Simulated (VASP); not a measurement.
# SiC (P3_221) in VASP: notebook

SiC is run at these levels: PBE; tasks: single point, relaxation of cell and atoms.

All numbers are computed with VASP 6.6.1; they aren't measurements. Logs are shortened: lines on timing, memory, paths and dates and some standing lists are left out, and cuts for length are marked.

## Step 1: The cell of the first run

It takes space group P3_221 (No. 154, trigonal). The conventional cell has a = 4.914 Å, b = 4.914 Å, c = 2.995 Å, α = 90.00°, β = 90.00°, γ = 120.00°. Within 2.5 Å of Si (site symmetry 2) lie 4 C at 1.91 to 1.93 Å. Within 2.5 Å of C (site symmetry 2) lie 4 Si at 1.91 to 1.93 Å.

## Step 2: Single point, PBE

File INCAR:

```
PREC = Accurate
ENCUT = 520
EDIFF = 1E-6
ISMEAR = 0
SIGMA = 0.02
LREAL = F
LASPH = T
NELM = 100
ALGO = Normal
ISIF = 2
LWAVE = F
LCHARG = F
GGA = PE
NBANDS = 21
```

File KPOINTS:

```
regular mesh
0
Gamma
  6 6 10
```

File POSCAR:

```
SiC
1.0
    4.9139411842      0.0000000000      0.0000000000
   -2.4569705921      4.2555978982      0.0000000000
    0.0000000000      0.0000000000      2.9952126677
Si C
3 3
Direct
    0.6147602161      0.0000000000      0.6666666667
    0.0000000000      0.6147602161      0.3333333333
    0.3852397839      0.3852397839      0.0000000000
    0.3722391761      0.0000000000      0.1666666667
    0.0000000000      0.3722391761      0.8333333333
    0.6277608239      0.6277608239      0.5000000000
```

Potentials or basis: VASP PAW PBE potentials, release 64 (Si, C).

Started as:

```
$ cat potpaw_PBE.64/Si/POTCAR potpaw_PBE.64/C/POTCAR > POTCAR
$ mpirun -np 1 vasp_std > vasp.out
```

OUTCAR:

```text
PREC = Accurate
   ENCUT = 520
   EDIFF = 1E-6
   ISMEAR = 0
   LREAL = F
   LASPH = T
   NELM = 100
   ISIF = 2
   GGA = PE

 ion  position               nearest neighbor table
   1  0.615  0.000  0.667-   4 1.91   4 1.91   5 1.93   6 1.93   3 2.83   3 2.83   2 2.83   2 2.83

   2  0.000  0.615  0.333-   5 1.91   5 1.91   4 1.93   6 1.93   3 2.83   3 2.83   1 2.83   1 2.83

   3  0.385  0.385  0.000-   6 1.91   6 1.91   4 1.93   5 1.93   1 2.83   1 2.83   2 2.83   2 2.83

   4  0.372  0.000  0.167-   1 1.91   1 1.91   2 1.93   3 1.93
   5  0.000  0.372  0.833-   2 1.91   2 1.91   1 1.93   3 1.93
   6  0.628  0.628  0.500-   3 1.91   3 1.91   1 1.93   2 1.93

  LATTYP: Found a hexagonal cell.
 ALAT       =     4.9139411842
 C/A-ratio  =     0.6095336829

  Lattice vectors:

 A1 = (   4.9139411842,   0.0000000000,   0.0000000000)
 A2 = (  -2.4569705921,   4.2555978982,   0.0000000000)
 A3 = (   0.0000000000,   0.0000000000,   2.9952126677)

Analysis of symmetry for initial positions (statically):
=====================================================================
 Subroutine PRICEL returns:
 Original cell was already a primitive cell.

 Routine SETGRP: Setting up the symmetry group for a
 hexagonal supercell.

 Subroutine GETGRP returns: Found  6 space group operations
 (whereof  2 operations were pure point group operations)
 out of a pool of 24 trial point group operations.

The static configuration has the point symmetry C_2 .
 The point group associated with its full space group is D_3 .

Analysis of symmetry for dynamics (positions and initial velocities):
=====================================================================
 Subroutine PRICEL returns:
 Original cell was already a primitive cell.

 Routine SETGRP: Setting up the symmetry group for a
 hexagonal supercell.

 Subroutine GETGRP returns: Found  6 space group operations
 (whereof  2 operations were pure point group operations)
 out of a pool of 24 trial point group operations.

The dynamic configuration has the point symmetry C_2 .
 The point group associated with its full space group is D_3 .

 Subroutine INISYM returns: Found  6 space group operations
 (whereof  2 operations are pure point group operations),
 and found     1 'primitive' translations

----------------------------------------------------------------------------------------

                                     Primitive cell

  volume of cell :      62.6352

  direct lattice vectors                    reciprocal lattice vectors
     4.913941184  0.000000000  0.000000000     0.203502639  0.117492304  0.000000000
    -2.456970592  4.255597898  0.000000000     0.000000000  0.234984607  0.000000000
     0.000000000  0.000000000  2.995212668     0.000000000  0.000000000  0.333866109

  length of vectors
     4.913941184  4.913941184  2.995212668     0.234984607  0.234984607  0.333866109

  position of ions in fractional coordinates (direct lattice)
     0.614760216  0.000000000  0.666666667
     0.000000000  0.614760216  0.333333333
     0.385239784  0.385239784  0.000000000
     0.372239176  0.000000000  0.166666667
     0.000000000  0.372239176  0.833333333
     0.627760824  0.627760824  0.500000000

  ion indices of the primitive-cell ions
   primitive index   ion index
                 1           1
                 2           2
                 3           3
                 4           4
                 5           5
                 6           6

----------------------------------------------------------------------------------------

 KPOINTS: regular mesh

Automatic generation of k-mesh.
 Grid dimensions read from file:
 generate k-points for:    6    6   10

 Generating k-lattice:

  Cartesian coordinates                     Fractional coordinates (reciprocal lattice)
     0.033917107  0.019582051  0.000000000     0.166666667  0.000000000  0.000000000
     0.000000000  0.039164101  0.000000000     0.000000000  0.166666667  0.000000000
     0.000000000  0.000000000  0.033386611     0.000000000  0.000000000  0.100000000

  Length of vectors
     0.039164101  0.039164101  0.033386611

  Shift w.r.t. Gamma in fractional coordinates (k-lattice)
     0.000000000  0.000000000  0.000000000

 Subroutine IBZKPT returns following result:
 ===========================================

 Found     54 irreducible k-points:

 Following reciprocal coordinates:
            Coordinates               Weight
  0.000000  0.000000  0.000000      1.000000
  0.166667 -0.000000  0.000000      6.000000
  0.333333 -0.000000  0.000000      6.000000
  0.500000  0.000000  0.000000      3.000000
  0.166667  0.166667  0.000000      6.000000
  0.333333  0.166667  0.000000     12.000000
[... 16 lines left out ...]
  0.500000  0.000000  0.200000      6.000000
  0.166667  0.166667  0.200000     12.000000
 [... further k-points ...]
   k-points           NKPTS =     54   k-points in BZ     NKDIM =     54   number of bands    NBANDS=     21
   number of dos      NEDOS =    301   number of ions     NIONS =      6
   total plane-waves  NPLWV =  38400
   dimension x,y,z NGX =    40 NGY =   40 NGZ =   24
   dimension x,y,z NGXF=    80 NGYF=   80 NGZF=   48
   ions per type =               3   3
   NGX,Y,Z   is equivalent  to a cutoff of  13.53, 13.53, 13.32 a.u.
   NGXF,Y,Z  is equivalent  to a cutoff of  27.07, 27.07, 26.64 a.u.
 SYSTEM =  unknown system
   PREC   = accura    normal or accurate (medium, high low for compatibility)
   ISTART =      0    job   : 0-new  1-cont  2-samecut
   ICHARG =      2    charge: 1-file 2-atom 10-const
   ISPIN  =      1    spin polarized calculation?
   LNONCOLLINEAR =      F non collinear calculations
   LSORBIT =      F    spin-orbit coupling
   LASPH  =      T    aspherical Exc in radial PAW
   ENCUT  =  520.0 eV  38.22 Ry    6.18 a.u.   9.14  9.14  5.57*2*pi/ulx,y,z
   NELM   =    100;   NELMIN=  2; NELMDL= -5     # of ELM steps
   EDIFF  = 0.1E-05   stopping-criterion for ELM
   LREAL  =      F    real-space projection
   EDIFFG = 0.1E-04   stopping-criterion for IOM
   NSW    =      0    number of steps for IOM
   IBRION =     -1    ionic relax: 0-MD 1-quasi-New 2-CG
   NFREE  =      0    steps in history (QN), initial steepest desc. (CG)
   ISIF   =      2    stress and relaxation
   ISYM   =      2    0-nonsym 1-usesym 2-fastsym
   POTIM  = 0.5000    time-step for ionic-motion
   TEBEG  =    0.0;   TEEND  =   0.0 temperature during run
   PSTRESS=    0.0 pullay stress
   NELECT =      24.0000    total number of electrons
   NUPDOWN=      -1.0000    fix difference up-down
   EMIN   =  10.00;   EMAX   =-10.00  energy-range for DOS
   EFERMI =   0.00;   METHOD = LEGACY
   ISMEAR =     0;   SIGMA  =   0.02  broadening in eV -4-tet -1-fermi 0-gaus
   EFERMI_NEDOS =   21; number of points for ismear=-14 and -15
   IALGO  =     38    algorithm
   IMIX   =      4    mixing-type and parameters
     AMIX     =   0.40;   BMIX     =  1.00
     AMIX_MAG =   1.60;   BMIX_MAG =  1.00
  volume/ion in A,a.u.               =      10.44        70.45
  Fermi-wavevector in a.u.,A,eV,Ry     =   1.189066  2.247008 19.236967  1.413877
  Thomas-Fermi vector in A             =   2.325181
   LORBIT       =      0    0 simple, 1 ext, 2 COOP (PROOUT), +10 PAW based schemes
   GGA     = PE    functional components
   LHFCALC =     F    Hartree Fock is set to
   AEXX    =    0.0000 exact exchange contribution
   IVDW    =     0    specifies the selected vdW correction
   LEPSILON=     F    determine dielectric tensor
   LRPA    =     F    only Hartree local field effects (RPA)
 non-spin polarized calculation
 Gauss-broadening in eV      SIGMA  =   0.02
  energy-cutoff  :      520.00
  volume of cell :       62.64
 maximum number of plane-waves:      1704
 NGX is ok and might be reduce to    40
   NGX = 19   NGY = 19   NGZ = 11

 number of electron      24.0000003 magnetization

 Free energy of the ion-electron system (eV)
  ---------------------------------------------------
  ext. energy  EPLUGINS =         0.00000000
  ---------------------------------------------------
  free energy    TOTEN  =       -42.98619001 eV

  energy without entropy =      -42.98619001  energy(sigma->0) =      -42.98619001

 E-fermi :   8.4492     XC(G=0): -11.3510

 val. band max:        8.3310114658   @ k =   0.0000   0.0000   0.0000
 cond. band min:       9.5368783409   @ k =   0.0000   0.0000   0.4000
 fundamental gap:      1.2058668751
 Fermi energy:         8.4492449682

 k-point     1 :       0.0000    0.0000    0.0000
  band No.  band energies     occupation
      1      -7.4793      2.00000
      2      -2.5704      2.00000
      3      -2.5704      2.00000
      4       0.5698      2.00000
      5       0.6956      2.00000
      6       0.6956      2.00000
[... 13 lines left out ...]
     20      16.4259      0.00000
     21      16.4259      0.00000

 k-point     2 :       0.1667   -0.0000    0.0000
  band No.  band energies     occupation
      1      -7.2976      2.00000
      2      -3.2652      2.00000
      3      -2.7992      2.00000
      4       0.2337      2.00000
      5       0.9188      2.00000
      6       1.9262      2.00000
[... 13 lines left out ...]
     20      16.4795      0.00000
     21      16.9771      0.00000

 k-point     3 :       0.3333   -0.0000    0.0000
  band No.  band energies     occupation
      1      -6.7738      2.00000
      2      -4.5170      2.00000
      3      -3.1307      2.00000
      4      -0.1235      2.00000
      5       2.0663      2.00000
      6       3.6772      2.00000
[... 13 lines left out ...]
     20      16.6416      0.00000
     21      17.6451      0.00000
[... 457 lines left out ...]
 k-point    23 :       0.5000    0.0000    0.2000
  band No.  band energies     occupation
      1      -5.6600      2.00000
      2      -4.8468      2.00000
      3      -2.8517      2.00000
      4       0.1720      2.00000
      5       2.7752      2.00000
      6       3.2610      2.00000
[... 13 lines left out ...]
     20      16.5384      0.00000
     21      17.3417      0.00000

 k-point    24 :       0.1667    0.1667    0.2000
  band No.  band energies     occupation
      1      -6.3865      2.00000
      2      -3.5796      2.00000
      3      -2.8783      2.00000
      4       0.7995      2.00000
      5       1.3772      2.00000
      6       3.0880      2.00000
[... 13 lines left out ...]
     20      16.7285      0.00000
     21      17.3225      0.00000

 [... further k-points ...]
[... 5 lines left out ...]
  --------------------------------------------------------------------------------------
  -------------------------------------------------------------------------------------
  Total       -0.0120533     -0.0120533      0.0311297     -0.0000000      0.0000000     -0.0000000
  in kB       -0.3083170     -0.3083170      0.7962838     -0.0000000      0.0000000     -0.0000000
  external PRESSURE =       0.0598832 kB  Pullay stress =       0.0000000 kB

 VOLUME and BASIS-vectors are now :
 -----------------------------------------------------------------------------
  energy-cutoff  :      520.00
  volume of cell :       62.64
      direct lattice vectors                 reciprocal lattice vectors
     4.913941184  0.000000000  0.000000000     0.203502639  0.117492304  0.000000000
    -2.456970592  4.255597898  0.000000000     0.000000000  0.234984607  0.000000000
     0.000000000  0.000000000  2.995212668     0.000000000  0.000000000  0.333866109

 POSITION                                       TOTAL-FORCE (eV/Angst)
 -----------------------------------------------------------------------------------
      3.02090      0.00000      1.99681         0.000556      0.000000     -0.000000
     -1.51045      2.61617      0.99840        -0.000278      0.000482      0.000000
      0.94652      1.63943      0.00000        -0.000278     -0.000482     -0.000000
      1.82916      0.00000      0.49920        -0.004606      0.000000     -0.000000
     -0.91458      1.58410      2.49601         0.002303     -0.003989     -0.000000
      1.54239      2.67150      1.49761         0.002303      0.003989      0.000000
 -----------------------------------------------------------------------------------
    total drift:                               -0.000000     -0.000000     -0.000000

  FREE ENERGIE OF THE ION-ELECTRON SYSTEM (eV)
  ---------------------------------------------------
  free  energy   TOTEN  =       -42.9861900123 eV

  energy  without entropy=      -42.9861900123  energy(sigma->0) =      -42.98619001
```

Run time: 54 s. Hardware: 1 thread of Intel Xeon 6975P-C (Granite Rapids), shared host; peak memory 0.21 GiB.

What came out:

- Free energy: -42.9862 eV
- Pressure: 0.0 GPa
- Largest force: 0.005 eV/Å
- Band gap on the k mesh: 1.21 eV, indirect (least direct gap 2.98 eV)

Forces in eV/Å, atoms in the order of the input:
```
Si   0.001  0.000  0.000
Si   0.000  0.000  0.000
Si   0.000  0.000  0.000
C   -0.005  0.000  0.000
C    0.002 -0.004  0.000
C    0.002  0.004  0.000
```

Stress tensor (GPa, compression positive):
```
-0.03  0.00  0.00
 0.00 -0.03  0.00
 0.00  0.00  0.08
```

Levels at points of the mesh, in eV from the valence-band top:
| k point | band 9 | band 10 | band 11 | band 12 | band 13 | band 14 | band 15 | band 16 |
| --- | --- | --- | --- | --- | --- | --- | --- | --- |
| (0.00, 0.00, 0.00) | -2.00 | 0.00 | 0.00 | 0.00 | 5.22 | 5.25 | 5.25 | 6.47 |
| (0.50, 0.00, 0.00) | -2.04 | -1.32 | -0.68 | -0.48 | 3.26 | 4.59 | 4.92 | 5.27 |
| (0.00, 0.00, 0.50) | -4.36 | -4.11 | -3.49 | -3.49 | 1.42 | 1.42 | 6.61 | 6.65 |
| (0.50, 0.00, 0.50) | -2.23 | -2.18 | -1.58 | -1.07 | 2.71 | 3.44 | 4.19 | 4.52 |

(Part 1 of 2 ends here.)
